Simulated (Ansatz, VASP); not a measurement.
## One calculation of CdS, two programs

File INCAR:

```
PREC = Accurate
ENCUT = 520
EDIFF = 1E-6
ISMEAR = -1
SIGMA = 0.05
LREAL = False
LASPH = True
NELM = 100
ALGO = Normal
ISIF = 2
LWAVE = False
LCHARG = True
GGA = PE
LELF = True
LVHAR = True
NBANDS = 16
```

File KPOINTS:

```
regular mesh
0
Gamma
  8 8 8
```

Contents of POSCAR:

```
CdS
1.0
    0.0000000000      2.7532440000      2.7532440000
    2.7532440000      0.0000000000      2.7532440000
    2.7532440000      2.7532440000      0.0000000000
Cd S
1 1
Direct
    0.0043500000     -0.0227350000      0.0131390000
    0.5008350000      0.4939670000      0.4974020000
```

Contents of input.yaml:

```yaml
crystal:
  lattice:
    - [0.0, 2.753244, 2.753244]
    - [2.753244, 0.0, 2.753244]
    - [2.753244, 2.753244, 0.0]
  atoms:
    - { symbol: Cd, position: [0.00435, -0.022735, 0.013139] }
    - { symbol: S, position: [0.500835, 0.493967, 0.497402] }
kpoints:
  mp_grid: { grid: [8, 8, 8] }
scf:
  occupations: { method: fermi_dirac, width: 0.05 }
hamiltonian:
  xc: pbe
  pseudopotentials: { kind: all_electron, lapw: { basis_error: 0.001 } }
output:
  forces: true
  stress: true
  eigenvalues: true
  populations: true
```

Change from the starting cell: atoms moved at random, drawn with an rms of 0.05 Å.

Alike in both runs: task single point; functional PBE; k mesh 8 × 8 × 8; occupations fermi-dirac, width 0.05 eV; no spin polarisation.

|  | VASP | Ansatz |
| --- | --- | --- |
| version | VASP 6.6.1 | Ansatz 0.2.0 |
| potentials or method | VASP PAW PBE potentials, release 64 (Cd, S), cutoff 520 eV | all-electron LAPW, scalar-relativistic |

```csv
,VASP,Ansatz,Ansatz less VASP
gap on the k mesh at the Fermi level (eV),0.27,0.27,+0.008
least direct gap on the mesh (eV),1.53,1.55,+0.024
pressure (GPa),0.0,-0.3,-0.35
"traceless stress, the component that is largest in VASP (GPa)",0.13,0.13,-0.003
rms of the force components (eV/Å),0.049,0.046,-0.0031
```

Atom by atom the forces differ by 0.003 eV/Å (rms over components). Ansatz ran all-electron here, and VASP with PAW potentials.
